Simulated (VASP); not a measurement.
# Ti6C in VASP: notebook

Runs on Ti6C. Level: PBE. Tasks: relaxation of the atoms, single point.

All numbers are computed with VASP 6.6.1; they aren't measurements. Logs are shortened: lines on timing, memory, paths and dates and some standing lists are left out, and cuts for length are marked.

## (1) The cell of the first run

The cell holds a slab with vacuum, 7 atoms: a = 2.832 Å, b = 4.579 Å, c = 22.051 Å, α = 90.00°, β = 90.00°, γ = 90.00°.

## (2) Relaxation of the atoms, PBE

INCAR

```
ALGO = Normal
DIPOL = 0.5 0.5 0.361
EDIFF = 1E-7
EDIFFG = -0.025
ENCUT = 520
GGA = PE
GGA_COMPAT = False
IBRION = 2
IDIPOL = 3
ISIF = 2
ISMEAR = 0
KPAR = 4
LASPH = True
LCHARG = False
LDIPOL = True
LREAL = False
LWAVE = False
NELM = 120
NELMDL = -8
NELMIN = 4
NSW = 36
PREC = Accurate
SIGMA = 0.1
```

KPOINTS

```
k-points
0
Gamma
  9 6 1
```

POSCAR

```
Ti6C
1.0
    2.8319727860      0.0000000000      0.0000000000
    0.0000000000      4.5793473380      0.0000000000
    0.0000000000      0.0000000000     22.0506909065
Ti C
6 1
Selective dynamics
Direct
    0.5000000000      0.0000000000      0.1814002118  F F F
    0.0000000000      0.5000000000      0.2413504290  F F F
    0.5000000000      0.0000000000      0.3013006462  F F F
    0.5000000000      0.5000000000      0.3625816208  F F F
    0.0000000000      0.0000000000      0.4208167734  F F F
    0.5000000000      0.5000000000      0.4784743912  F F F
    1.0000000000      0.6000000000      0.5392434621  F F T
```

Potentials or basis: VASP PAW PBE potentials, release 64 (Ti_sv, C).

On the command line:

```
cat potpaw_PBE.64/Ti_sv/POTCAR potpaw_PBE.64/C/POTCAR > POTCAR
mpirun -np 4 vasp_std > vasp.out
```

OUTCAR:

```text
EDIFF = 1E-7
   EDIFFG = -0.025
   ENCUT = 520
   GGA = PE
   IBRION = 2
   ISIF = 2
   ISMEAR = 0
   LASPH = True
   LREAL = False
   NELM = 120
   NELMDL = -8
   NELMIN = 4
   NSW = 36
   PREC = Accurate

 ion  position               nearest neighbor table
   1  0.500  0.000  0.181-   3 2.64
   2  0.000  0.500  0.241-
   3  0.500  0.000  0.301-   1 2.64   4 2.66   4 2.66
   4  0.500  0.500  0.363-   6 2.56   3 2.66   3 2.66
   5  0.000  0.000  0.421-
   6  0.500  0.500  0.478-   7 2.00   7 2.00   4 2.56
   7  0.000  0.600  0.539-   6 2.00   6 2.00

  LATTYP: Found a simple orthorhombic cell.
 ALAT       =     2.8319727860
 B/A-ratio  =     1.6170167173
 C/A-ratio  =     7.7863357358

  Lattice vectors:

 A1 = (   2.8319727860,   0.0000000000,   0.0000000000)
 A2 = (   0.0000000000,   4.5793473380,   0.0000000000)
 A3 = (   0.0000000000,   0.0000000000,  22.0506909065)

Analysis of symmetry for initial positions (statically):
=====================================================================
 Subroutine PRICEL returns:
 Original cell was already a primitive cell.

 Routine SETGRP: Setting up the symmetry group for a
 simple orthorhombic supercell.

 Subroutine GETGRP returns: Found  2 space group operations
 (whereof  2 operations were pure point group operations)
 out of a pool of  8 trial point group operations.

The static configuration has the point symmetry C_1h.

Analysis of symmetry for dynamics (positions and initial velocities):
=====================================================================
 Subroutine PRICEL returns:
 Original cell was already a primitive cell.

 Routine SETGRP: Setting up the symmetry group for a
 simple orthorhombic supercell.

 Subroutine GETGRP returns: Found  2 space group operations
 (whereof  2 operations were pure point group operations)
 out of a pool of  8 trial point group operations.

The dynamic configuration has the point symmetry C_1h.

Analysis of constrained symmetry for selective dynamics:
=====================================================================
 Subroutine PRICEL returns:
 Original cell was already a primitive cell.

 Routine SETGRP: Setting up the symmetry group for a
 simple orthorhombic supercell.

 Subroutine GETGRP returns: Found  2 space group operations
 (whereof  2 operations were pure point group operations)
 out of a pool of  8 trial point group operations.

The constrained configuration has the point symmetry C_1h.

 Subroutine INISYM returns: Found  2 space group operations
 (whereof  2 operations are pure point group operations),
 and found     1 'primitive' translations

----------------------------------------------------------------------------------------

                                     Primitive cell

  volume of cell :     285.9663

  direct lattice vectors                    reciprocal lattice vectors
     2.831972786  0.000000000  0.000000000     0.353110738  0.000000000  0.000000000
     0.000000000  4.579347338  0.000000000     0.000000000  0.218371730  0.000000000
     0.000000000  0.000000000 22.050690907     0.000000000  0.000000000  0.045350053

  length of vectors
     2.831972786  4.579347338 22.050690907     0.353110738  0.218371730  0.045350053

  position of ions in fractional coordinates (direct lattice)
     0.500000000  0.000000000  0.181400212
     0.000000000  0.500000000  0.241350429
     0.500000000  0.000000000  0.301300646
     0.500000000  0.500000000  0.362581621
     0.000000000  0.000000000  0.420816773
     0.500000000  0.500000000  0.478474391
     0.000000000  0.600000000  0.539243462

  ion indices of the primitive-cell ions
   primitive index   ion index
                 1           1
                 2           2
                 3           3
                 4           4
                 5           5
                 6           6
                 7           7

----------------------------------------------------------------------------------------

 KPOINTS: k-points

Automatic generation of k-mesh.
 Grid dimensions read from file:
 generate k-points for:    9    6    1

 Generating k-lattice:

  Cartesian coordinates                     Fractional coordinates (reciprocal lattice)
     0.039234526  0.000000000  0.000000000     0.111111111  0.000000000  0.000000000
     0.000000000  0.036395288  0.000000000     0.000000000  0.166666667  0.000000000
     0.000000000  0.000000000  0.045350053     0.000000000  0.000000000  1.000000000

  Length of vectors
     0.039234526  0.036395288  0.045350053

  Shift w.r.t. Gamma in fractional coordinates (k-lattice)
     0.000000000  0.000000000  0.000000000

 Subroutine IBZKPT returns following result:
 ===========================================

 Found     20 irreducible k-points:

 Following reciprocal coordinates:
            Coordinates               Weight
  0.000000  0.000000  0.000000      1.000000
  0.111111  0.000000  0.000000      2.000000
  0.222222  0.000000  0.000000      2.000000
  0.333333  0.000000  0.000000      2.000000
  0.444444  0.000000  0.000000      2.000000
  0.000000  0.166667  0.000000      2.000000
[... 12 lines left out ...]
  0.333333  0.500000  0.000000      2.000000
  0.444444  0.500000  0.000000      2.000000
   k-points           NKPTS =     20   k-points in BZ     NKDIM =     20   number of bands    NBANDS=     45
   number of dos      NEDOS =    301   number of ions     NIONS =      7
   total plane-waves  NPLWV = 145152
   dimension x,y,z NGX =    24 NGY =   36 NGZ =  168
   dimension x,y,z NGXF=    48 NGYF=   72 NGZF=  336
   ions per type =               6   1
   NGX,Y,Z   is equivalent  to a cutoff of  14.09, 13.07, 12.67 a.u.
   NGXF,Y,Z  is equivalent  to a cutoff of  28.18, 26.14, 25.33 a.u.
 SYSTEM =  unknown system
   PREC   = accura    normal or accurate (medium, high low for compatibility)
   ISTART =      0    job   : 0-new  1-cont  2-samecut
   ICHARG =      2    charge: 1-file 2-atom 10-const
   ISPIN  =      1    spin polarized calculation?
   LNONCOLLINEAR =      F non collinear calculations
   LSORBIT =      F    spin-orbit coupling
   LASPH  =      T    aspherical Exc in radial PAW
   ENCUT  =  520.0 eV  38.22 Ry    6.18 a.u.   5.27  8.51 41.00*2*pi/ulx,y,z
   NELM   =    120;   NELMIN=  4; NELMDL= -8     # of ELM steps
   EDIFF  = 0.1E-06   stopping-criterion for ELM
   LREAL  =      F    real-space projection
   EDIFFG = -.3E-01   stopping-criterion for IOM
   NSW    =     36    number of steps for IOM
   IBRION =      2    ionic relax: 0-MD 1-quasi-New 2-CG
   NFREE  =      1    steps in history (QN), initial steepest desc. (CG)
   ISIF   =      2    stress and relaxation
   ISYM   =      2    0-nonsym 1-usesym 2-fastsym
   POTIM  = 0.5000    time-step for ionic-motion
   TEBEG  =    0.0;   TEEND  =   0.0 temperature during run
   PSTRESS=    0.0 pullay stress
   NELECT =      76.0000    total number of electrons
   NUPDOWN=      -1.0000    fix difference up-down
   EMIN   =  10.00;   EMAX   =-10.00  energy-range for DOS
   EFERMI =   0.00;   METHOD = LEGACY
   ISMEAR =     0;   SIGMA  =   0.10  broadening in eV -4-tet -1-fermi 0-gaus
   EFERMI_NEDOS =   21; number of points for ismear=-14 and -15
   IALGO  =     38    algorithm
   IMIX   =      4    mixing-type and parameters
     AMIX     =   0.40;   BMIX     =  1.00
     AMIX_MAG =   1.60;   BMIX_MAG =  1.00
  volume/ion in A,a.u.               =      40.85       275.69
  Fermi-wavevector in a.u.,A,eV,Ry     =   1.052546  1.989023 15.073256  1.107853
  Thomas-Fermi vector in A             =   2.187633
   LORBIT       =      0    0 simple, 1 ext, 2 COOP (PROOUT), +10 PAW based schemes
   GGA     = PE    functional components
   LHFCALC =     F    Hartree Fock is set to
   AEXX    =    0.0000 exact exchange contribution
   IVDW    =     0    specifies the selected vdW correction
   LEPSILON=     F    determine dielectric tensor
   LRPA    =     F    only Hartree local field effects (RPA)
 conjugate gradient relaxation of ions
 non-spin polarized calculation
 Gauss-broadening in eV      SIGMA  =   0.10
  energy-cutoff  :      520.00
  volume of cell :      285.97
 maximum number of plane-waves:      7748
 NGX is ok and might be reduce to    24
   NGX = 11   NGY = 17   NGZ = 81

 dipolmoment           0.000000      0.000000     -0.106966 electrons x Angstroem

--------------------------------------- Ionic step        1  -------------------------------------------

 number of electron      75.9999999 magnetization

 Free energy of the ion-electron system (eV)
  ---------------------------------------------------
  ext. energy  EPLUGINS =         0.00000000
  ---------------------------------------------------
  free energy    TOTEN  =       -50.18160434 eV

  energy without entropy =      -50.12366438  energy(sigma->0) =      -50.15263436

------------------------ aborting loop because EDIFF is reached ----------------------------------------

  FORCE on cell =-STRESS in cart. coord.  units (eV):
  Direction    XX          YY          ZZ          XY          YZ          ZX
  --------------------------------------------------------------------------------------
  -------------------------------------------------------------------------------------
  Total       -0.6405731     -4.1910271     -3.1178860      0.0000000      0.1382936      0.0000000
  in kB       -3.5889254    -23.4809785    -17.4685135      0.0000000      0.7748145      0.0000000
  external PRESSURE =     -14.8461391 kB  Pullay stress =       0.0000000 kB
[... 149 lines left out ...]
  energy  without entropy=      -50.4025179396  energy(sigma->0) =      -50.42125927

--------------------------------------- Ionic step        5  -------------------------------------------

 number of electron      75.9999999 magnetization

 dipolmoment           0.000000      0.000000      0.191852 electrons x Angstroem

 Free energy of the ion-electron system (eV)
  ---------------------------------------------------
  ext. energy  EPLUGINS =         0.00000000
  ---------------------------------------------------
  free energy    TOTEN  =       -50.44004663 eV

  energy without entropy =      -50.40262114  energy(sigma->0) =      -50.42133389

 E-fermi :   0.2399     XC(G=0):  -5.3812

 val. band max:        0.2359975363   @ k =   0.2222   0.5000   0.0000
 cond. band min:       0.2427543355   @ k =   0.1111   0.0000   0.0000
 fundamental gap:      0.0067567992
 Fermi energy:         0.2398587621

 k-point     1 :       0.0000    0.0000    0.0000
  band No.  band energies     occupation
      1     -56.7252      2.00000
      2     -56.6265      2.00000
      3     -56.6054      2.00000
      4     -56.3597      2.00000
      5     -56.2337      2.00000
      6     -55.5890      2.00000
[... 949 lines left out ...]
     44       1.2759      0.00000
     45       1.4344      0.00000

------------------------ aborting loop because EDIFF is reached ----------------------------------------

 vacuum level on the upper side and lower side of the slab       (xc-potential included)         1.202        -1.456

  FORCE on cell =-STRESS in cart. coord.  units (eV):
  Direction    XX          YY          ZZ          XY          YZ          ZX
  --------------------------------------------------------------------------------------
  -------------------------------------------------------------------------------------
  Total        3.8364290     -3.8767373     -0.0949602      0.0000000      1.1419553      0.0000000
  in kB       21.4942791    -21.7201136     -0.5320314      0.0000000      6.3980086      0.0000000
  external PRESSURE =      -0.2526220 kB  Pullay stress =       0.0000000 kB

 VOLUME and BASIS-vectors are now :
 -----------------------------------------------------------------------------
  energy-cutoff  :      520.00
  volume of cell :      285.97
      direct lattice vectors                 reciprocal lattice vectors
     2.831972786  0.000000000  0.000000000     0.353110738  0.000000000  0.000000000
     0.000000000  4.579347338  0.000000000     0.000000000  0.218371730  0.000000000
     0.000000000  0.000000000 22.050690907     0.000000000  0.000000000  0.045350053
[... 13 lines left out ...]
  FREE ENERGIE OF THE ION-ELECTRON SYSTEM (eV)
  ---------------------------------------------------
  free  energy   TOTEN  =       -50.4400466302 eV

  energy  without entropy=      -50.4026211408  energy(sigma->0) =      -50.42133389

 reached required accuracy - stopping structural energy minimisation

 vacuum level on the upper side and lower side of the slab         6.221         3.497
```

It took 10 min on 4 MPI ranks of AMD EPYC 7R13 (Zen 3), shared host; peak memory 0.49 GiB.

Results:

* Free energy: -50.4400 eV
* Energy gained by relaxing: 36.9 meV/atom
* Ionic steps: 5
* Band gap on the k mesh: zero (bands 38 and 39 overlap by 0.10 eV)

Step by step:
```tsv
step	energy change (eV)	largest force on free atoms (eV/Å)	pressure (GPa)
1	0.0000	1.9357	-1.48
2	-0.1628	1.4404	-0.94
3	-0.2577	0.1509	-0.10
4	-0.2584	0.0438	0.01
5	-0.2584	0.0221	-0.03
```

Final structure:
```xyz
7
Lattice="2.8320 0.0000 0.0000 0.0000 4.5793 0.0000 0.0000 0.0000 22.0507" Properties=species:S:1:pos:R:3 pbc="T T T"
Ti    1.4160    0.0000    4.0000
Ti    0.0000    2.2897    5.3219
Ti    1.4160    0.0000    6.6439
Ti    1.4160    2.2897    7.9952
Ti    0.0000    0.0000    9.2793
Ti    1.4160    2.2897   10.5507
C     0.0000    2.7476   11.6784
```

## (3) Single point, PBE

INCAR

```
SYSTEM = Ti6C
ALGO = Normal ; DIPOL = 0.5 0.5 0.364
EDIFF = 1E-6 ; ENCUT = 520
GGA = PE ; IDIPOL = 3
ISIF = 2 ; ISMEAR = 0
LASPH = .TRUE. ; LCHARG = .FALSE.
LDIPOL = .TRUE. ; LREAL = .FALSE.
LWAVE = .FALSE. ; NBANDS = 47
NELM = 80 ; PREC = Accurate
SIGMA = 0.1
```

KPOINTS

```
k-points
0
G
  9 6 1
  0 0 0
```

POSCAR

```
Ti6C
1.0
    2.8319727860      0.0000000000      0.0000000000
    0.0000000000      4.5793473380      0.0000000000
    0.0000000000      0.0000000000     22.0506909065
Ti C
6 1
Direct
    0.5000000000      0.0000000000      0.1814002118
    0.0000000000      0.5000000000      0.2413504290
    0.5000000000      0.0000000000      0.3013006462
    0.5000000000      0.5000000000      0.3625816208
    0.0000000000      0.0000000000      0.4208167734
    0.5000000000      0.5000000000      0.4784743912
    0.6666666667      0.5000000000      0.5589609833
```

Potentials or basis: VASP PAW PBE potentials, release 64 (Ti_sv, C).

On the command line:

```
cat potpaw_PBE.64/Ti_sv/POTCAR potpaw_PBE.64/C/POTCAR > POTCAR
mpirun -np 1 vasp_std > vasp.out
```

It took 21 min on 1 thread of Intel Xeon 8259CL, shared host; peak memory 0.48 GiB.

The run converged. Its results:

- Free energy: -48.4206 eV
- Largest force: 1.595 eV/Å
- Band gap on the k mesh: zero (bands 38 and 39 overlap by 0.28 eV)

Forces in eV/Å, atoms in the order of the input:
```
Ti   0.024  0.000  0.382
Ti   0.020  0.000 -0.054
Ti  -0.035  0.000 -0.342
Ti  -0.130  0.000  0.187
Ti   0.189  0.000 -0.310
Ti  -1.593  0.000  0.079
C    1.526  0.000  0.059
```

Levels at points of the mesh, in eV from the Fermi level:
```tsv
k point	band 36	band 37	band 38	band 39	band 40	band 41
(0.00, 0.00, 0.00)	-0.29	-0.25	-0.06	0.24	0.27	0.40
(0.00, 0.50, 0.00)	-0.27	-0.25	0.14	0.21	0.28	0.35
```

## (4) Single point, PBE

INCAR

```
  PREC = Accurate
  ENCUT = 520
  EDIFF = 1E-6
  ISMEAR = 0
  SIGMA = 0.1
  LREAL = F
  LASPH = T
  NELM = 80
  ALGO = Normal
  ISIF = 2
  LWAVE = F
  LCHARG = F
  LDIPOL = T
  IDIPOL = 3
  DIPOL = 0.5 0.5 0.359
  GGA = PE
  NBANDS = 47
```

KPOINTS

```
Automatic mesh
0
Gamma
  9 6 1
```

Changes to POSCAR since step 3:

```diff
@@ -14,2 +14,2 @@
     0.5000000000      0.5000000000      0.4784743912
-    0.6666666667      0.5000000000      0.5589609833
+    0.5000000000      0.8000000000      0.5265797378
```

On the command line:

```
cat potpaw_PBE.64/Ti_sv/POTCAR potpaw_PBE.64/C/POTCAR > POTCAR
mpirun -np 1 vasp_std > vasp.out
```

It took 21 min on 1 thread of Intel Xeon 8259CL, shared host; peak memory 0.47 GiB.

Results (log left out):

```yaml
Free_energy: -49.4204 eV
Largest_force: 3.759 eV/Å
Band_gap_on_the_k_mesh: zero (bands 38 and 39 overlap by 0.15 eV)
```

Forces in eV/Å, atoms in the order of the input:
```
Ti   0.000  0.033  0.362
Ti   0.000  0.010 -0.067
Ti   0.000 -0.197 -0.195
Ti   0.000  0.154 -0.563
Ti   0.000 -0.905  1.068
Ti   0.000 -2.854 -0.674
C    0.000  3.759  0.069
```

Levels at points of the mesh, in eV from the Fermi level:
```
           k point  band 36  band 37  band 38  band 39  band 40  band 41
(0.00, 0.00, 0.00)    -0.37    -0.10    -0.08     0.22     0.25     0.45
(0.00, 0.50, 0.00)    -0.30    -0.26    -0.04     0.08     0.28     0.34
```

## (5) Single point, PBE

INCAR

```
SYSTEM = Ti6C
PREC = Accurate ; ENCUT = 520
EDIFF = 1E-7 ; ISMEAR = 0
SIGMA = 0.1 ; LREAL = .FALSE.
LASPH = .TRUE. ; NELM = 80
ALGO = Normal ; ISIF = 2
LWAVE = .FALSE. ; LCHARG = .FALSE.
LDIPOL = .TRUE. ; IDIPOL = 3
DIPOL = 0.5 0.5 0.356 ; GGA = PE
NBANDS = 47
```

KPOINTS

```
regular mesh
0
G
  9 6 1
  0 0 0
```

Changes to POSCAR since step 4:

```diff
@@ -14,2 +14,2 @@
     0.5000000000      0.5000000000      0.4784743912
-    0.5000000000      0.8000000000      0.5265797378
+    1.0000000000      0.7000000000      0.5092370102
```

On the command line:

```
cat potpaw_PBE.64/Ti_sv/POTCAR potpaw_PBE.64/C/POTCAR > POTCAR
mpirun -np 1 vasp_std > vasp.out
```

Wall time 19 min (1 thread of Intel Xeon 8259CL, shared host); peak memory 0.48 GiB.

The run converged. Its results:

* Free energy: -51.0139 eV
* Largest force: 3.121 eV/Å
* Band gap on the k mesh: zero (bands 38 and 39 overlap by 0.23 eV)

Forces on the atoms (eV/Å):
```
Ti   0.000  0.026  0.387
Ti   0.000 -0.042  0.035
Ti   0.000 -0.040 -0.329
Ti   0.000 -0.020 -0.884
Ti   0.000 -1.089  0.430
Ti   0.000 -1.955  0.346
C    0.000  3.121  0.016
```

Levels at points of the mesh, in eV from the Fermi level:
```csv
k point,band 35,band 36,band 37,band 38,band 39,band 40,band 41,band 42
"(0.00, 0.00, 0.00)",-0.61,-0.49,-0.43,-0.12,0.07,0.21,0.34,0.53
"(0.00, 0.50, 0.00)",-0.52,-0.44,-0.27,-0.23,0.15,0.28,0.37,0.51
```

## (6) Overview

| task | cell | atoms held fixed (from 0) | gap on the mesh (eV) | largest force (eV/Å) |
| --- | --- | --- | --- | --- |
| relaxation of the atoms | atoms relaxed, atomic positions A | [0, 1, 2, 3, 4, 5, 6] | none | - |
| single point | as given, atomic positions B | - | none | 1.60 |
| single point | as given, atomic positions C | - | none | 3.76 |
| single point | as given, atomic positions D | - | none | 3.12 |

Alike in all rows: level PBE; potentials or basis VASP PAW PBE potentials, release 64 (Ti_sv, C); no spin polarisation; k mesh 9 × 6 × 1; cutoff (eV) 520; smearing gaussian 0.1 eV.

Total energies depend on the potentials used, so only differences within one code and one set of settings carry meaning.
